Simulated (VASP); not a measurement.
Wanted: the native input for a VASP 6.6.1 run.

- Task: single point
- Functional: LDA
- Potentials or basis: VASP PAW LDA potentials, release 64 (B, N)
- Cutoff: 520 eV
- k mesh: 12 × 12 × 12
- Occupations: gaussian, width 0.01 eV
- Spin: no spin polarisation
- Dipole correction: no
- Further INCAR settings: ALGO = Normal; EDIFF = 1e-06; NBANDS = 11

The structure of BN lies in POSCAR:

```
BN
1.0
    0.0000000000      3.2928550384      2.1632762179
    1.2509583998      0.0000000000      2.1632762179
    1.2509583998      3.2928550384      0.0000000000
B N
1 1
Direct
    0.0001138443      0.0001138443      0.9998861557
    0.6665861457      0.6665861457      0.3334138543
```

One way to write it, as run:

INCAR

```
PREC = Accurate
ENCUT = 520
EDIFF = 1E-6
ISMEAR = 0
SIGMA = 0.01
LREAL = False
LASPH = True
NELM = 100
ALGO = Normal
ISIF = 2
LWAVE = False
LCHARG = True
GGA = CA
LELF = True
LVHAR = True
NBANDS = 11
```

KPOINTS

```
regular mesh
0
Gamma
  12 12 12
```

Potentials or basis: VASP PAW LDA potentials, release 64 (B, N).

Command:

```bash
$ cat potpaw_LDA.64/B/POTCAR potpaw_LDA.64/N/POTCAR > POTCAR
$ mpirun -np 1 vasp_std > vasp.out
```

It gave:

```yaml
Pressure: -3.0 GPa
Largest_force: 0.005 eV/Å
Band_gap_on_the_k_mesh: 3.38 eV, indirect (least direct gap 4.40 eV)
```

Wall time 43 s on 1 thread of Intel(R) Xeon(R) Platinum 8559C (Emerald Rapids), with other jobs on the host, peak memory 0.16 GiB.
